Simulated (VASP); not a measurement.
A run of VASP 6.6.1 is set up as follows.

Contents of INCAR:

```
PREC = Accurate
ENCUT = 520
EDIFF = 1E-6
ISMEAR = -1
SIGMA = 0.1
LREAL = False
LASPH = True
NELM = 80
ALGO = Normal
ISIF = 2
LWAVE = False
LCHARG = False
GGA = PE
NBANDS = 14
```

The input KPOINTS:

```
Automatic mesh
0
Gamma
  16 16 14
```

POSCAR

```
HfN
1.0
    2.7488549090      0.0000000000      0.0000000000
   -1.3744274545      2.3805781825      0.0000000000
    0.0000000000      0.0000000000      2.6678471638
Hf N
1 1
Direct
    0.0000000000      0.0000000000      0.0000000000
    0.3333333333      0.6666666667      0.5000000000
```

Potentials or basis: VASP PAW PBE potentials, release 64 (Hf_pv, N).

Command:

```console
$ cat potpaw_PBE.64/Hf_pv/POTCAR potpaw_PBE.64/N/POTCAR > POTCAR
$ mpirun -np 1 vasp_std > vasp.out
```

(1) What does it give for the band gap on the k mesh?

(2) What does it give for the pressure?

Results:

(1) zero (an odd number of electrons rules out a gap without spin polarisation).

(2) 146.5 GPa.

Caveat: the cell stands under pressure; spin-orbit coupling is left out, which moves the levels of the heavy elements.
